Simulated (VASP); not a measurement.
## Rh: single point with PBEsol

The system is Rh.

```
Rh
1.0
     0.00000    1.68388    2.38101
     1.68388    0.00000    2.38101
     1.68388    1.68388    0.00000
Rh
1
Direct
  0.00000 0.00000 0.00000
```

This cell differs from its parent crystal: ratio of the length along z to the lengths across it x 1.414, volume and fractional coordinates fixed.

| Property | Result |
| --- | --- |
| Program | VASP 6.6.1 |
| Task | single point |
| Functional | PBEsol |
| Potentials or basis | VASP PAW PBE potentials, release 64 (Rh_pv) |
| Cutoff | 520 eV |
| k mesh | 30 × 30 × 30 |
| Occupations | gaussian, width 0.15 eV |
| Spin | no spin polarisation |
| Dipole correction | no |
| Further INCAR settings | ALGO = Fast; EDIFF = 1e-06; NBANDS = 14 |

The pressure is 24.0 GPa.

Stress tensor (GPa, compression positive):
```
 49.49   0.00   0.00
  0.00  49.49   0.00
  0.00   0.00 -26.84
```

Levels at points of the mesh, in eV from the Fermi level:
```
           k point  band 3  band 4  band 5  band 6  band 7  band 8  band 9  band 10  band 11  band 12
(0.00, 0.00, 0.00)  -46.12   -8.10   -5.76   -3.89   -1.14   -1.14    1.11    15.67    17.84    20.66
(0.50, 0.00, 0.00)  -46.04   -6.21   -4.82   -1.65    0.44    0.76    1.05     9.72    13.14    20.66
(0.50, 0.50, 0.00)  -46.19   -6.56   -6.53   -0.57    0.86    0.86    1.38     6.66    18.20    18.20
(0.50, 0.00, 0.50)  -46.25   -7.02   -5.47   -1.28    0.03    3.27    6.17    11.01    13.98    15.75
```

It took 2.2 min on 1 thread of Intel(R) Xeon(R) Platinum 8559C (Emerald Rapids), with other jobs on the host, peak memory 0.44 GiB.

Caveat: the PAW data sets were made with another functional, which shifts forces and pressure a little.
